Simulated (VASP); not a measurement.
Ti, 3 atoms in the cell. The structure is hexagonal, space group P6/mmm (No. 191). The conventional cell has a = 4.567 Å, b = 4.567 Å, c = 2.826 Å, α = 90.00°, β = 90.00°, γ = 120.00°. Ti (site symmetry -6m2) has 11 Ti at 2.64 to 2.99 Å within 3.5 Å. Within 3.7 Å of Ti (site symmetry 6/mmm) lie 14 Ti at 2.83 to 2.99 Å. 

```yaml
Program: VASP 6.6.1
Task: single point
Functional: PBEsol
Potentials_or_basis: VASP PAW PBE potentials, release 64 (Ti_sv)
Cutoff: 520 eV
k_mesh: 7 × 7 × 9
Occupations: fermi-dirac, width 0.05 eV
Spin: no spin polarisation
Hubbard_terms: Ti d U = 5.0 eV
Dipole_correction: no
Further_INCAR_settings: ALGO = Normal; EDIFF = 1e-06; NBANDS = 25
```

Potentials or basis: VASP PAW PBE potentials, release 64 (Ti_sv).

Run with:

```console
$ cat potpaw_PBE.64/Ti_sv/POTCAR > POTCAR
$ mpirun -np 1 vasp_std > vasp.out
```

Hardware: 1 thread of AMD EPYC 7R13 Processor (Zen 3), with other jobs on the host.

Problem. Estimate the wall time of this run.

Solution. It took 93 s on 1 thread of AMD EPYC 7R13 Processor (Zen 3), with other jobs on the host, peak memory 0.16 GiB. Counts: scf iterations 17, k points 40.
